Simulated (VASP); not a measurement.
# MgBe2SeS2 (P6/mmm) in VASP: notebook

MgBe2SeS2 is run at these levels: PBE; tasks: single point, relaxation of cell and atoms.

Program: VASP 6.6.1. These are calculated values, not measurements. Logs are shortened: lines on timing, memory, paths and dates and some standing lists are left out, and cuts for length are marked.

## 1. The cell of the first run

It takes space group P6/mmm (No. 191, hexagonal). Conventional cell: a = 3.997 Å, b = 3.997 Å, c = 8.701 Å, α = 90.00°, β = 90.00°, γ = 120.00°. Within 3.2 Å of Mg (site symmetry 6/mmm) lie 2 S at 2.45 Å. Within 3.0 Å of Be (site symmetry -6m2) lie 3 Be at 2.31 Å and 3 Se at 2.31 Å and 6 S at 2.99 Å. Se (site symmetry 6/mmm) has 2 S at 1.90 Å and 6 Be at 2.31 Å within 2.5 Å. S (site symmetry 6mm) has 1 Se at 1.90 Å and 1 Mg at 2.45 Å within 2.5 Å.

## 2. Single point, PBE

The input, INCAR:

```
SYSTEM = MgBe2SeS2
  PREC = Accurate
  ENCUT = 520
  EDIFF = 1E-7
  ISMEAR = 0
  SIGMA = 0.1
  LREAL = .False.
  LASPH = .True.
  NELM = 60
  ALGO = Normal
  ISIF = 2
  LWAVE = .False.
  LCHARG = .False.
  GGA = PE
  NBANDS = 21
```

The input, KPOINTS:

```
regular mesh
0
Gamma
  6 6 2
  0 0 0
```

The input, POSCAR:

```
MgBe2SeS2
1.0
    3.9966013900      0.0000000000      0.0000000000
   -1.9983007000      3.4611583300      0.0000000000
    0.0000000000      0.0000000000      8.7007605800
Mg Be Se S
1 2 1 2
Direct
    0.0000000000      0.0000000000      0.0000000000
    0.3333333300      0.6666666700      0.5000000000
    0.6666666700      0.3333333300      0.5000000000
    0.0000000000      0.0000000000      0.5000000000
    0.0000000000      0.0000000000      0.7179023300
    0.0000000000      0.0000000000      0.2820976700
```

Potentials or basis: VASP PAW PBE potentials, release 64 (Mg, Be, Se, S).

On the command line:

```bash
$ cat potpaw_PBE.64/Mg/POTCAR potpaw_PBE.64/Be/POTCAR potpaw_PBE.64/Se/POTCAR potpaw_PBE.64/S/POTCAR > POTCAR
$ mpirun -np 1 vasp_std > vasp.out
```

OUTCAR:

```text
SYSTEM = MgBe2SeS2
   PREC = Accurate
   ENCUT = 520
   EDIFF = 1E-7
   ISMEAR = 0
   LREAL = .False.
   LASPH = .True.
   NELM = 60
   ISIF = 2
   GGA = PE

 ion  position               nearest neighbor table
   1  0.000  0.000  0.000-   5 2.45   6 2.45
   2  0.333  0.667  0.500-   3 2.31   3 2.31   4 2.31   4 2.31   4 2.31   3 2.31
   3  0.667  0.333  0.500-   2 2.31   2 2.31   4 2.31   4 2.31   4 2.31   2 2.31
   4  0.000  0.000  0.500-   5 1.90   6 1.90   2 2.31   3 2.31   3 2.31   2 2.31   3 2.31   2 2.31

   5  0.000  0.000  0.718-   4 1.90   1 2.45
   6  0.000  0.000  0.282-   4 1.90   1 2.45

  LATTYP: Found a hexagonal cell.
 ALAT       =     3.9966013900
 C/A-ratio  =     2.1770398724

  Lattice vectors:

 A1 = (   3.9966013900,   0.0000000000,   0.0000000000)
 A2 = (  -1.9983007000,   3.4611583300,   0.0000000000)
 A3 = (   0.0000000000,   0.0000000000,   8.7007605800)

Analysis of symmetry for initial positions (statically):
=====================================================================
 Subroutine PRICEL returns:
 Original cell was already a primitive cell.

 Routine SETGRP: Setting up the symmetry group for a
 hexagonal supercell.

 Subroutine GETGRP returns: Found 24 space group operations
 (whereof 24 operations were pure point group operations)
 out of a pool of 24 trial point group operations.

The static configuration has the point symmetry D_6h.

Analysis of symmetry for dynamics (positions and initial velocities):
=====================================================================
 Subroutine PRICEL returns:
 Original cell was already a primitive cell.

 Routine SETGRP: Setting up the symmetry group for a
 hexagonal supercell.

 Subroutine GETGRP returns: Found 24 space group operations
 (whereof 24 operations were pure point group operations)
 out of a pool of 24 trial point group operations.

The dynamic configuration has the point symmetry D_6h.

 Subroutine INISYM returns: Found 24 space group operations
 (whereof 24 operations are pure point group operations),
 and found     1 'primitive' translations

----------------------------------------------------------------------------------------

                                     Primitive cell

  volume of cell :     120.3565

  direct lattice vectors                    reciprocal lattice vectors
     3.996601390  0.000000000  0.000000000     0.250212594  0.144460309  0.000000000
    -1.998300700  3.461158330  0.000000000     0.000000000  0.288920617  0.000000000
     0.000000000  0.000000000  8.700760580     0.000000000  0.000000000  0.114932481

  length of vectors
     3.996601390  3.996601390  8.700760580     0.288920617  0.288920617  0.114932481

  position of ions in fractional coordinates (direct lattice)
     0.000000000  0.000000000  0.000000000
     0.333333330  0.666666670  0.500000000
     0.666666670  0.333333330  0.500000000
     0.000000000  0.000000000  0.500000000
     0.000000000  0.000000000  0.717902330
     0.000000000  0.000000000  0.282097670

  ion indices of the primitive-cell ions
   primitive index   ion index
                 1           1
                 2           2
                 3           3
                 4           4
                 5           5
                 6           6

----------------------------------------------------------------------------------------

 KPOINTS: regular mesh

Automatic generation of k-mesh.
 Grid dimensions read from file:
 generate k-points for:    6    6    2

 Generating k-lattice:

  Cartesian coordinates                     Fractional coordinates (reciprocal lattice)
     0.041702099  0.024076718  0.000000000     0.166666667  0.000000000  0.000000000
     0.000000000  0.048153436  0.000000000     0.000000000  0.166666667  0.000000000
     0.000000000  0.000000000  0.057466240     0.000000000  0.000000000  0.500000000

  Length of vectors
     0.048153436  0.048153436  0.057466240

  Shift w.r.t. Gamma in fractional coordinates (k-lattice)
     0.000000000  0.000000000  0.000000000

 Subroutine IBZKPT returns following result:
 ===========================================

 Found     14 irreducible k-points:

 Following reciprocal coordinates:
            Coordinates               Weight
  0.000000  0.000000  0.000000      1.000000
  0.166667 -0.000000  0.000000      6.000000
  0.333333 -0.000000  0.000000      6.000000
  0.500000  0.000000  0.000000      3.000000
  0.166667  0.166667  0.000000      6.000000
  0.333333  0.166667  0.000000     12.000000
  0.333333  0.333333  0.000000      2.000000
  0.000000  0.000000  0.500000      1.000000
  0.166667 -0.000000  0.500000      6.000000
  0.333333 -0.000000  0.500000      6.000000
  0.500000  0.000000  0.500000      3.000000
  0.166667  0.166667  0.500000      6.000000
  0.333333  0.166667  0.500000     12.000000
  0.333333  0.333333  0.500000      2.000000
   k-points           NKPTS =     14   k-points in BZ     NKDIM =     14   number of bands    NBANDS=     21
   number of dos      NEDOS =    301   number of ions     NIONS =      6
   total plane-waves  NPLWV =  63000
   dimension x,y,z NGX =    30 NGY =   30 NGZ =   70
   dimension x,y,z NGXF=    60 NGYF=   60 NGZF=  140
   ions per type =               1   2   1   2
   NGX,Y,Z   is equivalent  to a cutoff of  12.48, 12.48, 13.37 a.u.
   NGXF,Y,Z  is equivalent  to a cutoff of  24.96, 24.96, 26.75 a.u.
 SYSTEM =  MgBe2SeS2
   PREC   = accura    normal or accurate (medium, high low for compatibility)
   ISTART =      0    job   : 0-new  1-cont  2-samecut
   ICHARG =      2    charge: 1-file 2-atom 10-const
   ISPIN  =      1    spin polarized calculation?
   LNONCOLLINEAR =      F non collinear calculations
   LSORBIT =      F    spin-orbit coupling
   LASPH  =      T    aspherical Exc in radial PAW
   ENCUT  =  520.0 eV  38.22 Ry    6.18 a.u.   7.43  7.43 16.18*2*pi/ulx,y,z
   NELM   =     60;   NELMIN=  2; NELMDL= -5     # of ELM steps
   EDIFF  = 0.1E-06   stopping-criterion for ELM
   LREAL  =      F    real-space projection
   EDIFFG = 0.1E-05   stopping-criterion for IOM
   NSW    =      0    number of steps for IOM
   IBRION =     -1    ionic relax: 0-MD 1-quasi-New 2-CG
   NFREE  =      0    steps in history (QN), initial steepest desc. (CG)
   ISIF   =      2    stress and relaxation
   ISYM   =      2    0-nonsym 1-usesym 2-fastsym
   POTIM  = 0.5000    time-step for ionic-motion
   TEBEG  =    0.0;   TEEND  =   0.0 temperature during run
   PSTRESS=    0.0 pullay stress
   NELECT =      24.0000    total number of electrons
   NUPDOWN=      -1.0000    fix difference up-down
   EMIN   =  10.00;   EMAX   =-10.00  energy-range for DOS
   EFERMI =   0.00;   METHOD = LEGACY
   ISMEAR =     0;   SIGMA  =   0.10  broadening in eV -4-tet -1-fermi 0-gaus
   EFERMI_NEDOS =   21; number of points for ismear=-14 and -15
   IALGO  =     38    algorithm
   IMIX   =      4    mixing-type and parameters
     AMIX     =   0.40;   BMIX     =  1.00
     AMIX_MAG =   1.60;   BMIX_MAG =  1.00
  volume/ion in A,a.u.               =      20.06       135.37
  Fermi-wavevector in a.u.,A,eV,Ry     =   0.956435  1.807400 12.446170  0.914768
  Thomas-Fermi vector in A             =   2.085363
   LORBIT       =      0    0 simple, 1 ext, 2 COOP (PROOUT), +10 PAW based schemes
   GGA     = PE    functional components
   LHFCALC =     F    Hartree Fock is set to
   AEXX    =    0.0000 exact exchange contribution
   IVDW    =     0    specifies the selected vdW correction
   LEPSILON=     F    determine dielectric tensor
   LRPA    =     F    only Hartree local field effects (RPA)
 non-spin polarized calculation
 Gauss-broadening in eV      SIGMA  =   0.10
  energy-cutoff  :      520.00
  volume of cell :      120.36
 maximum number of plane-waves:      3261
 NGX is ok and might be reduce to    30
   NGX = 15   NGY = 15   NGZ = 33

 number of electron      24.0000002 magnetization

 Free energy of the ion-electron system (eV)
  ---------------------------------------------------
  ext. energy  EPLUGINS =         0.00000000
  ---------------------------------------------------
  free energy    TOTEN  =       -12.59378899 eV

  energy without entropy =      -12.58800342  energy(sigma->0) =      -12.59089621

 E-fermi :   3.6371     XC(G=0):  -8.5782

 val. band max:        3.6096195126   @ k =   0.0000   0.0000   0.0000
 cond. band min:       3.6531567290   @ k =   0.0000   0.0000   0.5000
 fundamental gap:      0.0435372164
 Fermi energy:         3.6371091989

 k-point     1 :       0.0000    0.0000    0.0000
  band No.  band energies     occupation
      1     -15.5954      2.00000
      2     -11.6178      2.00000
      3      -7.1485      2.00000
      4      -3.5317      2.00000
      5      -2.9805      2.00000
      6      -2.9805      2.00000
[... 13 lines left out ...]
     20      10.7912      0.00000
     21      11.3242      0.00000

 k-point     2 :       0.1667   -0.0000    0.0000
  band No.  band energies     occupation
      1     -15.5215      2.00000
      2     -11.5539      2.00000
      3      -7.0647      2.00000
      4      -4.0264      2.00000
      5      -3.4576      2.00000
      6      -3.3360      2.00000
[... 13 lines left out ...]
     20       9.7281      0.00000
     21       9.8907      0.00000

 k-point     3 :       0.3333   -0.0000    0.0000
  band No.  band energies     occupation
      1     -15.3647      2.00000
      2     -11.4203      2.00000
      3      -6.8832      2.00000
      4      -5.3428      2.00000
      5      -3.8847      2.00000
      6      -3.2993      2.00000
[... 13 lines left out ...]
     20       9.7917      0.00000
     21       9.8313      0.00000
[... 217 lines left out ...]
 k-point    13 :       0.3333    0.1667    0.5000
  band No.  band energies     occupation
      1     -15.2809      2.00000
      2     -11.3612      2.00000
      3      -6.6962      2.00000
      4      -5.6264      2.00000
      5      -4.5398      2.00000
      6      -3.4634      2.00000
[... 13 lines left out ...]
     20       9.8116      0.00000
     21      10.8116      0.00000

 k-point    14 :       0.3333    0.3333    0.5000
  band No.  band energies     occupation
      1     -15.2386      2.00000
      2     -11.3259      2.00000
      3      -6.6473      2.00000
      4      -5.3357      2.00000
      5      -5.3357      2.00000
      6      -3.4031      2.00000
[... 13 lines left out ...]
     20      10.9406      0.00000
     21      10.9406      0.00000

------------------------ aborting loop because EDIFF is reached ----------------------------------------

  FORCE on cell =-STRESS in cart. coord.  units (eV):
  Direction    XX          YY          ZZ          XY          YZ          ZX
  --------------------------------------------------------------------------------------
  -------------------------------------------------------------------------------------
  Total        1.7045957      1.7045957     45.6930995     -0.0000000      0.0000000      0.0000000
  in kB       22.6914612     22.6914612    608.2633949     -0.0000000      0.0000000      0.0000000
  external PRESSURE =     217.8821058 kB  Pullay stress =       0.0000000 kB

 VOLUME and BASIS-vectors are now :
 -----------------------------------------------------------------------------
  energy-cutoff  :      520.00
  volume of cell :      120.36
      direct lattice vectors                 reciprocal lattice vectors
     3.996601390  0.000000000  0.000000000     0.250212594  0.144460309  0.000000000
    -1.998300700  3.461158330  0.000000000     0.000000000  0.288920617  0.000000000
     0.000000000  0.000000000  8.700760580     0.000000000  0.000000000  0.114932481

 POSITION                                       TOTAL-FORCE (eV/Angst)
 -----------------------------------------------------------------------------------
      0.00000      0.00000      0.00000        -0.000000     -0.000000      0.000000
     -0.00000      2.30744      4.35038         0.000000      0.000000      0.000000
      1.99830      1.15372      4.35038        -0.000000     -0.000000      0.000000
      0.00000      0.00000      4.35038        -0.000000     -0.000000      0.000000
      0.00000      0.00000      6.24630         0.000000     -0.000000     12.068544
      0.00000      0.00000      2.45446         0.000000      0.000000    -12.068544
 -----------------------------------------------------------------------------------
    total drift:                               -0.000000     -0.000000      0.000000

  FREE ENERGIE OF THE ION-ELECTRON SYSTEM (eV)
  ---------------------------------------------------
  free  energy   TOTEN  =       -12.5937889944 eV

  energy  without entropy=      -12.5880034224  energy(sigma->0) =      -12.59089621
```

Wall time 52 s (1 thread of Intel Xeon Platinum 8488C (Sapphire Rapids), shared host); peak memory 0.25 GiB.

What came out:

```yaml
Free_energy: -12.5938 eV
Pressure: 21.8 GPa
Largest_force: 12.069 eV/Å
Band_gap_on_the_k_mesh: zero (band 12 reaches 5.06 eV, above the bottom of band 13 at 3.29 eV)
```

Forces in eV/Å, atoms in the order of the input:
```
Mg    0.000   0.000   0.000
Be    0.000   0.000   0.000
Be    0.000   0.000   0.000
Se    0.000   0.000   0.000
S     0.000   0.000  12.069
S     0.000   0.000 -12.069
```

Levels at points of the mesh, in eV from the Fermi level:
```tsv
k point	band 10	band 11	band 12	band 13	band 14	band 15
(0.00, 0.00, 0.00)	-2.04	-1.06	-1.06	-0.03	-0.03	0.60
(0.50, 0.00, 0.00)	-2.24	-1.00	-0.71	1.58	2.47	2.57
(0.00, 0.00, 0.50)	-1.30	-1.06	-1.06	-0.24	0.02	0.02
(0.50, 0.00, 0.50)	-1.89	-0.64	-0.29	0.45	1.14	2.45
```

Caveat: the k points lie up to 0.36 Å⁻¹ apart; forces of over 1 eV/Å act on the atoms, so gaps and moduli don't describe the material at rest.

## 3. Single point, PBE

This run uses another cell than the first one, of 24.58 Å³/atom, 1.226 times its volume.

The input, INCAR:

```
PREC = Accurate
ENCUT = 520
EDIFF = 1E-6
ISMEAR = 0
SIGMA = 0.1
LREAL = F
LASPH = T
NELM = 80
ALGO = Normal
ISIF = 2
LWAVE = F
LCHARG = F
GGA = PE
NBANDS = 21
```

The input, KPOINTS:

```
Automatic mesh
0
Gamma
  6 6 2
```

The input, POSCAR:

```
MgBe2SeS2
1.0
    4.2844101578      0.0000000031      0.0000000000
   -2.1422050816      3.7104080354      0.0000000000
    0.0000000000      0.0000000000      9.2789498963
Mg Be Se S
1 2 1 2
Direct
    0.0000000000      0.0000000000      0.0000000000
    0.3333333333      0.6666666667      0.5000000000
    0.6666666667      0.3333333333      0.5000000000
    0.0000000000      0.0000000000      0.5000000000
    0.0000000000      0.0000000000      0.7583232906
    0.0000000000      0.0000000000      0.2416767094
```

Potentials or basis: VASP PAW PBE potentials, release 64 (Mg, Be, Se, S).

On the command line:

```bash
$ cat potpaw_PBE.64/Mg/POTCAR potpaw_PBE.64/Be/POTCAR potpaw_PBE.64/Se/POTCAR potpaw_PBE.64/S/POTCAR > POTCAR
$ mpirun -np 1 vasp_std > vasp.out
```

It took 49 s on 1 thread of Intel Xeon Platinum 8488C (Sapphire Rapids), shared host; peak memory 0.27 GiB.

The run converged. Its results:

| Property | Result |
| --- | --- |
| Free energy | -17.2226 eV |
| Pressure | 0.0 GPa |
| Largest force | 0.010 eV/Å |
| Band gap on the k mesh | zero (band 12 reaches 3.13 eV, above the bottom of band 13 at 1.46 eV) |

Forces in eV/Å, atoms in the order of the input:
```
Mg   0.000  0.000  0.000
Be   0.000  0.000  0.000
Be   0.000  0.000  0.000
Se   0.000  0.000  0.000
S    0.000  0.000  0.010
S    0.000  0.000 -0.010
```

Levels at points of the mesh, in eV from the Fermi level:
| k point | band 9 | band 10 | band 11 | band 12 | band 13 | band 14 | band 15 | band 16 |
| --- | --- | --- | --- | --- | --- | --- | --- | --- |
| (0.00, 0.00, 0.00) | -0.58 | -0.58 | -0.13 | -0.13 | -0.12 | -0.12 | 1.32 | 1.63 |
| (0.50, 0.00, 0.00) | -1.70 | -1.12 | -0.90 | -0.50 | 2.39 | 2.54 | 2.79 | 3.50 |
| (0.00, 0.00, 0.50) | -0.65 | -0.65 | -0.55 | -0.12 | -0.12 | -0.04 | -0.04 | 2.12 |
| (0.50, 0.00, 0.50) | -1.31 | -1.00 | -1.00 | -0.36 | 0.95 | 1.35 | 3.52 | 3.90 |

(Part 1 of 2 ends here.)
